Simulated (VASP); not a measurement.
Input of a VASP 6.6.1 run:

File INCAR:

```
SYSTEM = Te2Mo
PREC = Accurate
ENCUT = 520
EDIFF = 1E-6
ISMEAR = 0
SIGMA = 0.05
LREAL = .FALSE.
LASPH = .TRUE.
NELM = 100
ALGO = Normal
ISIF = 2
LWAVE = .FALSE.
LCHARG = .FALSE.
NBANDS = 20
```

File KPOINTS:

```
Automatic mesh
0
G
  12 12 2
  0 0 0
```

The input POSCAR:

```
Te2Mo
1.0
    3.3105533606      0.0000000000      0.0000000000
   -1.6552766803      2.8670233108      0.0000000000
    0.0000000000      0.0000000000     17.5198113284
Te Mo
2 1
Direct
    0.3333333333      0.6666666667      0.8975342416
    0.3333333333      0.6666666667      0.1024657584
    0.0000000000      0.0000000000      0.0000000000
```

Potentials or basis: VASP PAW LDA potentials, release 64 (Te, Mo_sv).

Launch:

```console
$ cat potpaw_LDA.64/Te/POTCAR potpaw_LDA.64/Mo_sv/POTCAR > POTCAR
$ mpirun -np 1 vasp_std > vasp.out
```

(1) Estimate the largest force.

(2) Predict the band gap on the k mesh.

## Answers

(1) 1.098 eV/Å.

(2) 1.06 eV (least direct gap 1.58 eV).

Caveat: the cell differs from its parent crystal (strain -0.0450 x Voigt [1, 1, 0, 0, 0, 0]); there is no dipole correction, which matters where the two faces differ; spin-orbit coupling is left out, which moves the levels of the heavy elements.
